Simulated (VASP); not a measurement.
Here is a VASP 6.6.1 calculation.

Contents of INCAR:

```
SYSTEM = Rb2N
PREC = Accurate ; ENCUT = 520
EDIFF = 1E-7 ; ISMEAR = 0
SIGMA = 0.1 ; LREAL = .False.
LASPH = .True. ; NELM = 150
ALGO = Normal ; ISIF = 2
LWAVE = .False. ; LCHARG = .False.
ISPIN = 2 ; MAGMOM = 0 0 1.09
LORBIT = 11 ; GGA = PE
NBANDS = 22
```

KPOINTS

```
regular mesh
0
Gamma
  12 12 12
  0 0 0
```

The input POSCAR:

```
Rb2N
1.0
    0.0000000000      3.5825322193      3.5825322193
    3.5825322193      0.0000000000      3.5825322193
    3.5825322193      3.5825322193      0.0000000000
Rb N
2 1
Direct
    0.2500000000      0.2500000000      0.2500000000
    0.7500000000      0.7500000000      0.7500000000
    0.0000000000      0.0000000000      0.0000000000
```

Potentials or basis: VASP PAW PBE potentials, release 64 (Rb_sv, N).

Launch:

```sh
$ cat potpaw_PBE.64/Rb_sv/POTCAR potpaw_PBE.64/N/POTCAR > POTCAR
$ mpirun -np 1 vasp_std > vasp.out
```

Problem. What does it give for the site moments?

Solution. Rb +0.00; N +0.67 μB.

Problem. Estimate the pressure.

Solution. 0.1 GPa.
